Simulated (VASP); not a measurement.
Input of a VASP 6.6.1 run:

The input INCAR:

```
SYSTEM = C
PREC = Accurate
ENCUT = 600
EDIFF = 1E-7
ISMEAR = 0
SIGMA = 0.01
LREAL = .FALSE.
LASPH = .TRUE.
NELM = 100
ALGO = Normal
ISIF = 3
LWAVE = .FALSE.
LCHARG = .FALSE.
GGA = CA
IBRION = 2
NSW = 100
EDIFFG = -0.002
PSTRESS = 100.0
```

Contents of KPOINTS:

```
Automatic mesh
0
G
  10 10 10
  0 0 0
```

Contents of POSCAR:

```
C
1.0
    0.0000000000      1.7658696213      1.7658696213
    1.7658696213      0.0000000000      1.7658696213
    1.7658696213      1.7658696213      0.0000000000
C
2
Direct
    0.5000000000      0.5000000000      0.5000000000
    0.7500000000      0.7500000000      0.7500000000
```

Potentials or basis: VASP PAW LDA potentials, release 64 (C).

The run is started by

```console
$ cat potpaw_LDA.64/C/POTCAR > POTCAR
$ mpirun -np 1 vasp_std > vasp.out
```

(1) Estimate the space group after relaxing (to 0.05 Å).

(2) What does it give for the band gap on the k mesh?

Answers

(1) Fd-3m (No. 227).

(2) 4.25 eV, indirect (least direct gap 5.68 eV).

Caveat: the cell is relaxed towards a set pressure, so the enthalpy falls and the energy may rise.
